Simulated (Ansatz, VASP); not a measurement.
## Ga2O3 in VASP and in Ansatz

```
CELL_PARAMETERS angstrom
-1.46947 1.96312 4.64257
1.46947 -1.96312 4.64257
1.46947 1.96312 -4.64257
ATOMIC_POSITIONS crystal
Ga 0.65425 0.65425 0.00000
Ga 0.34575 0.34575 0.00000
O 0.50000 0.00000 0.50000
O 0.19900 0.69900 0.50000
O 0.80100 0.30100 0.50000
```

Alike in both runs: functional PBE; k mesh 12 × 12 × 12; occupations gaussian, width 0.02 eV; no spin polarisation.

Ansatz relaxed the structure, and its values are those at the end. VASP's run is a single point on that final structure, the one shown.

```csv
,VASP,Ansatz
version,VASP 6.6.1,Ansatz 0.2.0
potentials or method,"VASP PAW PBE potentials, release 64 (Ga_d, O), cutoff 520 eV","scalar-relativistic, plane waves, PAW"
valence electrons in the cell,44,44
```

Ansatz gave:

```
gap on the k mesh at the Fermi level (eV) : 2.08
least direct gap on the mesh (eV)         : 2.08
pressure (GPa)                            : 0.0
rms of the force components (eV/Å)        : 0.001
```

**Question.** Estimate VASP's values.

**Answer.** gap on the k mesh at the Fermi level (eV): 2.06; least direct gap on the mesh (eV): 2.06; pressure (GPa): 1.0; rms of the force components (eV/Å): 0.023.
